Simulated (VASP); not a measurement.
# I (Fmmm) in VASP: further runs

I is run at these levels: PBE, r2SCAN; tasks: single point.

All numbers are computed with VASP 6.6.1; they aren't measurements. Logs are shortened: lines on timing, memory, paths and dates and some standing lists are left out, and cuts for length are marked.

### 1 The cell of the first run

The structure is orthorhombic, space group Fmmm (No. 69). Conventional cell: a = 4.384 Å, b = 4.731 Å, c = 7.820 Å, α = 90.00°, β = 90.00°, γ = 90.00°. I (site symmetry mmm) has 4 I at 3.23 Å within 4.2 Å.

### 2 Single point, PBE

The input, INCAR:

```
  ALGO = Normal
  EDIFF = 1E-6
  ENCUT = 500
  GGA = PE
  GGA_COMPAT = F
  ISIF = 2
  ISMEAR = 0
  ISYM = 0
  LASPH = T
  LCHARG = T
  LELF = T
  LREAL = F
  LVHAR = T
  LWAVE = F
  NBANDS = 10
  NELECT = 6.75
  NELM = 120
  PREC = Accurate
  SIGMA = 0.1
```

The input, KPOINTS:

```
Automatic mesh
0
Gamma
  2 2 2
  0.18 0.23 0.54
```

The input, POSCAR:

```
I
1.0
    0.0000000000      2.3656004428      3.9098401324
    2.1922454667      0.0000000000      3.9098401324
    2.1922454667      2.3656004428      0.0000000000
I
1
Direct
    0.0000000000      0.0000000000      0.0000000000
```

Potentials or basis: VASP PAW PBE potentials, release 64 (I).

On the command line:

```bash
cat potpaw_PBE.64/I/POTCAR > POTCAR
mpirun -np 1 vasp_std > vasp.out
```

OUTCAR:

```text
EDIFF = 1E-6
   ENCUT = 500
   GGA = PE
   ISIF = 2
   ISMEAR = 0
   ISYM = 0
   LASPH = T
   LREAL = F
   NELECT = 6.75
   NELM = 120
   PREC = Accurate

 ion  position               nearest neighbor table
   1  0.000  0.000  0.000-

IMPORTANT INFORMATION: All symmetrisations will be switched off!
NOSYMM: (Re-)initialisation of all symmetry stuff for point group C_1.

----------------------------------------------------------------------------------------

                                     Primitive cell

  volume of cell :      40.5527

  direct lattice vectors                    reciprocal lattice vectors
     0.000000000  2.365600443  3.909840132    -0.228076649  0.211362828  0.127882467
     2.192245467  0.000000000  3.909840132     0.228076649 -0.211362828  0.127882467
     2.192245467  2.365600443  0.000000000     0.228076649  0.211362828 -0.127882467

  length of vectors
     4.569782852  4.482498193  3.225214046     0.336224818  0.336224818  0.336224818

  position of ions in fractional coordinates (direct lattice)
     0.000000000  0.000000000  0.000000000

  ion indices of the primitive-cell ions
   primitive index   ion index
                 1           1

----------------------------------------------------------------------------------------

 KPOINTS: Automatic mesh

Automatic generation of k-mesh.
 Grid dimensions read from file:
 generate k-points for:    2    2    2

 Generating k-lattice:

  Cartesian coordinates                     Fractional coordinates (reciprocal lattice)
    -0.114038325  0.105681414  0.063941233     0.500000000  0.000000000  0.000000000
     0.114038325 -0.105681414  0.063941233     0.000000000  0.500000000  0.000000000
     0.114038325  0.105681414 -0.063941233     0.000000000  0.000000000  0.500000000

  Length of vectors
     0.168112409  0.168112409  0.168112409

  Shift w.r.t. Gamma in fractional coordinates (k-lattice)
     0.180000000  0.230000000  0.540000000

 Subroutine IBZKPT returns following result:
 ===========================================

 Found     32 irreducible k-points:

 Following reciprocal coordinates:
            Coordinates               Weight
  0.090000  0.115000 -0.230000      2.000000
 -0.090000 -0.320000  0.025000      2.000000
 -0.345000 -0.115000 -0.025000      2.000000
  0.345000  0.320000  0.230000      2.000000
 -0.410000  0.115000 -0.230000      2.000000
  0.410000  0.180000 -0.475000      2.000000
[... 16 lines left out ...]
  0.155000 -0.115000  0.475000      2.000000
 -0.155000  0.320000 -0.270000      2.000000
 [... further k-points ...]
   k-points           NKPTS =     32   k-points in BZ     NKDIM =     32   number of bands    NBANDS=     10
   number of dos      NEDOS =    301   number of ions     NIONS =      1
   total plane-waves  NPLWV =  31104
   dimension x,y,z NGX =    36 NGY =   36 NGZ =   24
   dimension x,y,z NGXF=    72 NGYF=   72 NGZF=   48
   ions per type =               1
   NGX,Y,Z   is equivalent  to a cutoff of  13.10, 13.35, 12.37 a.u.
   NGXF,Y,Z  is equivalent  to a cutoff of  26.19, 26.70, 24.74 a.u.
 SYSTEM =  unknown system
   PREC   = accura    normal or accurate (medium, high low for compatibility)
   ISTART =      0    job   : 0-new  1-cont  2-samecut
   ICHARG =      2    charge: 1-file 2-atom 10-const
   ISPIN  =      1    spin polarized calculation?
   LNONCOLLINEAR =      F non collinear calculations
   LSORBIT =      F    spin-orbit coupling
   LASPH  =      T    aspherical Exc in radial PAW
   ENCUT  =  500.0 eV  36.75 Ry    6.06 a.u.   8.33  8.17  5.88*2*pi/ulx,y,z
   NELM   =    120;   NELMIN=  2; NELMDL= -5     # of ELM steps
   EDIFF  = 0.1E-05   stopping-criterion for ELM
   LREAL  =      F    real-space projection
   EDIFFG = 0.1E-04   stopping-criterion for IOM
   NSW    =      0    number of steps for IOM
   IBRION =     -1    ionic relax: 0-MD 1-quasi-New 2-CG
   NFREE  =      0    steps in history (QN), initial steepest desc. (CG)
   ISIF   =      2    stress and relaxation
   ISYM   =      0    0-nonsym 1-usesym 2-fastsym
   POTIM  = 0.5000    time-step for ionic-motion
   TEBEG  =    0.0;   TEEND  =   0.0 temperature during run
   PSTRESS=    0.0 pullay stress
   NELECT =       6.7500    total number of electrons
   NUPDOWN=      -1.0000    fix difference up-down
   EMIN   =  10.00;   EMAX   =-10.00  energy-range for DOS
   EFERMI =   0.00;   METHOD = LEGACY
   ISMEAR =     0;   SIGMA  =   0.10  broadening in eV -4-tet -1-fermi 0-gaus
   EFERMI_NEDOS =   21; number of points for ismear=-14 and -15
   IALGO  =     38    algorithm
   IMIX   =      4    mixing-type and parameters
     AMIX     =   0.40;   BMIX     =  1.00
     AMIX_MAG =   1.60;   BMIX_MAG =  1.00
  volume/ion in A,a.u.               =      40.55       273.66
  Fermi-wavevector in a.u.,A,eV,Ry     =   0.900540  1.701773 11.033942  0.810972
  Thomas-Fermi vector in A             =   2.023510
   LORBIT       =      0    0 simple, 1 ext, 2 COOP (PROOUT), +10 PAW based schemes
   GGA     = PE    functional components
   LHFCALC =     F    Hartree Fock is set to
   AEXX    =    0.0000 exact exchange contribution
   IVDW    =     0    specifies the selected vdW correction
   LEPSILON=     F    determine dielectric tensor
   LRPA    =     F    only Hartree local field effects (RPA)
 non-spin polarized calculation
 Gauss-broadening in eV      SIGMA  =   0.10
  energy-cutoff  :      500.00
  volume of cell :       40.55
 maximum number of plane-waves:      1038
 NGX is ok and might be reduce to    36
   NGX = 17   NGY = 17   NGZ = 11

 number of electron       6.7500000 magnetization

 Free energy of the ion-electron system (eV)
  ---------------------------------------------------
  ext. energy  EPLUGINS =         0.00000000
  ---------------------------------------------------
  free energy    TOTEN  =        -2.27621677 eV

  energy without entropy =       -2.25770093  energy(sigma->0) =       -2.26695885

 E-fermi :   2.2369     XC(G=0):  -8.1193

 val. band max:        2.1768992916   @ k =  -0.1550   0.3200   0.2300
 cond. band min:       2.2493750858   @ k =   0.4100  -0.3200  -0.4750
 fundamental gap:      0.0724757943
 Fermi energy:         2.2368765030

 k-point     1 :       0.0900    0.1150   -0.2300
  band No.  band energies     occupation
      1      -9.9086      2.00000
      2       0.7937      2.00000
      3       1.3100      2.00000
      4       4.5784      0.00000
      5      10.0825      0.00000
      6      11.6058      0.00000
      7      12.8953      0.00000
      8      15.3007      0.00000
      9      16.5281      0.00000
     10      17.3590      0.00000

 k-point     2 :      -0.0900   -0.3200    0.0250
  band No.  band energies     occupation
      1      -9.9086      2.00000
      2       0.7937      2.00000
      3       1.3100      2.00000
      4       4.5784      0.00000
      5      10.0825      0.00000
      6      11.6058      0.00000
      7      12.8953      0.00000
      8      15.3007      0.00000
      9      16.5281      0.00000
     10      17.3590      0.00000

 k-point     3 :      -0.3450   -0.1150   -0.0250
  band No.  band energies     occupation
      1      -9.9086      2.00000
      2       0.7937      2.00000
      3       1.3100      2.00000
      4       4.5784      0.00000
      5      10.0825      0.00000
      6      11.6058      0.00000
      7      12.8953      0.00000
      8      15.3007      0.00000
      9      16.5281      0.00000
     10      17.3590      0.00000

 k-point     4 :       0.3450    0.3200    0.2300
  band No.  band energies     occupation
      1      -9.9086      2.00000
      2       0.7937      2.00000
      3       1.3100      2.00000
      4       4.5784      0.00000
      5      10.0825      0.00000
      6      11.6058      0.00000
      7      12.8953      0.00000
      8      15.3007      0.00000
      9      16.5281      0.00000
     10      17.3590      0.00000

 k-point     5 :      -0.4100    0.1150   -0.2300
  band No.  band energies     occupation
      1      -8.5912      2.00000
      2      -1.2226      2.00000
      3       2.0015      1.99913
      4       2.1245      1.88798
      5       9.8941      0.00000
      6      10.3977      0.00000
      7      12.9525      0.00000
      8      14.5406      0.00000
      9      16.7635      0.00000
     10      17.6786      0.00000

 k-point     6 :       0.4100    0.1800   -0.4750
  band No.  band energies     occupation
      1      -8.5912      2.00000
      2      -1.2226      2.00000
      3       2.0015      1.99913
      4       2.1245      1.88798
      5       9.8941      0.00000
      6      10.3977      0.00000
      7      12.9525      0.00000
      8      14.5407      0.00000
      9      16.7635      0.00000
     10      17.6786      0.00000

 k-point     7 :      -0.3450   -0.1150    0.4750
  band No.  band energies     occupation
      1      -8.5912      2.00000
      2      -1.2226      2.00000
      3       2.0015      1.99913
      4       2.1245      1.88798
      5       9.8941      0.00000
      6      10.3977      0.00000
      7      12.9525      0.00000
      8      14.5407      0.00000
      9      16.7635      0.00000
     10      17.6786      0.00000

 k-point     8 :       0.3450   -0.1800    0.2300
  band No.  band energies     occupation
      1      -8.5912      2.00000
      2      -1.2226      2.00000
      3       2.0015      1.99913
      4       2.1245      1.88798
      5       9.8941      0.00000
      6      10.3977      0.00000
      7      12.9525      0.00000
      8      14.5406      0.00000
      9      16.7635      0.00000
     10      17.6786      0.00000

 k-point     9 :       0.0900   -0.3850   -0.2300
  band No.  band energies     occupation
      1      -8.5943      2.00000
      2      -1.1926      2.00000
      3       2.0294      1.99665
      4       2.1769      1.60368
      5       9.6952      0.00000
      6      10.2586      0.00000
      7      12.7479      0.00000
      8      13.6226      0.00000
      9      16.9446      0.00000
     10      18.5251      0.00000
[... 118 lines left out ...]
 k-point    19 :       0.1550   -0.1150   -0.0250
  band No.  band energies     occupation
      1      -9.8107      2.00000
      2       0.4858      2.00000
      3       1.8264      2.00000
      4       4.6532      0.00000
      5       9.3406      0.00000
      6      10.6824      0.00000
      7      12.1790      0.00000
      8      15.9384      0.00000
      9      16.5728      0.00000
     10      17.0963      0.00000

 k-point    20 :      -0.1550   -0.1800   -0.2700
  band No.  band energies     occupation
      1      -9.8107      2.00000
      2       0.4858      2.00000
      3       1.8264      2.00000
      4       4.6532      0.00000
      5       9.3406      0.00000
      6      10.6824      0.00000
      7      12.1790      0.00000
      8      15.9384      0.00000
      9      16.5728      0.00000
     10      17.0963      0.00000

 k-point    21 :      -0.4100    0.1150    0.2700
  band No.  band energies     occupation
      1      -8.4579      2.00000
      2      -1.0392      2.00000
      3       1.5745      2.00000
      4       2.2494      0.85970
      5       9.4551      0.00000
      6       9.6714      0.00000
      7      12.7457      0.00000
      8      14.8963      0.00000
      9      16.5870      0.00000
     10      18.1818      0.00000

 k-point    22 :       0.4100   -0.3200   -0.4750
  band No.  band energies     occupation
      1      -8.4579      2.00000
      2      -1.0392      2.00000
      3       1.5745      2.00000
      4       2.2494      0.85970
      5       9.4551      0.00000
      6       9.6714      0.00000
      7      12.7457      0.00000
      8      14.8963      0.00000
      9      16.5870      0.00000
     10      18.1816      0.00000

 k-point    23 :       0.1550   -0.1150    0.4750
  band No.  band energies     occupation
      1      -8.4579      2.00000
      2      -1.0392      2.00000
      3       1.5745      2.00000
      4       2.2494      0.85969
      5       9.4551      0.00000
      6       9.6714      0.00000
      7      12.7457      0.00000
      8      14.8963      0.00000
      9      16.5870      0.00000
     10      18.1816      0.00000

 k-point    24 :      -0.1550    0.3200   -0.2700
  band No.  band energies     occupation
      1      -8.4579      2.00000
      2      -1.0392      2.00000
      3       1.5745      2.00000
      4       2.2494      0.85970
      5       9.4551      0.00000
      6       9.6714      0.00000
      7      12.7457      0.00000
      8      14.8963      0.00000
      9      16.5870      0.00000
     10      18.1816      0.00000

 [... further k-points ...]

------------------------ aborting loop because EDIFF is reached ----------------------------------------

  FORCE on cell =-STRESS in cart. coord.  units (eV):
  Direction    XX          YY          ZZ          XY          YZ          ZX
  --------------------------------------------------------------------------------------
  -------------------------------------------------------------------------------------
  Total       -3.1001058     -2.8840638     -2.1870750      0.0000233      0.0000021      0.0000021
  in kB     -122.4806631   -113.9451588    -86.4081481      0.0009200      0.0000819      0.0000813
  external PRESSURE =    -107.6113233 kB  Pullay stress =       0.0000000 kB

 VOLUME and BASIS-vectors are now :
 -----------------------------------------------------------------------------
  energy-cutoff  :      500.00
  volume of cell :       40.55
      direct lattice vectors                 reciprocal lattice vectors
     0.000000000  2.365600443  3.909840132    -0.228076649  0.211362828  0.127882467
     2.192245467  0.000000000  3.909840132     0.228076649 -0.211362828  0.127882467
     2.192245467  2.365600443  0.000000000     0.228076649  0.211362828 -0.127882467

 POSITION                                       TOTAL-FORCE (eV/Angst)
 -----------------------------------------------------------------------------------
      0.00000      0.00000      0.00000        -0.000000      0.000000      0.000000
 -----------------------------------------------------------------------------------
    total drift:                               -0.000000      0.000000      0.000000

  FREE ENERGIE OF THE ION-ELECTRON SYSTEM (eV)
  ---------------------------------------------------
  free  energy   TOTEN  =        -2.2762167735 eV

  energy  without entropy=       -2.2577009344  energy(sigma->0) =       -2.26695885
```

Run time: 27 s. Hardware: 1 thread of Intel Xeon 8259CL, shared host; peak memory 0.17 GiB.

What came out:

```
Free energy : -2.2762 eV
```

Levels at points of the mesh, in eV from the Fermi level:
```csv
k point,band 1,band 2,band 3,band 4,band 5,band 6
"(0.09, 0.12, -0.23)",-12.15,-1.44,-0.93,2.34,7.85,9.37
```

Caveat: the k points lie up to 1.06 Å⁻¹ apart; the cell carries a net charge on a neutralising background, which shifts energy and pressure; the cell is charged against a uniform background, so pressure and absolute levels hang on convention; spin-orbit coupling is left out, which moves the levels of the heavy elements; an odd number of electrons without spin polarisation forces a metal; a magnetic or distorted state may lie lower.

(Part 1 of 2 ends here.)
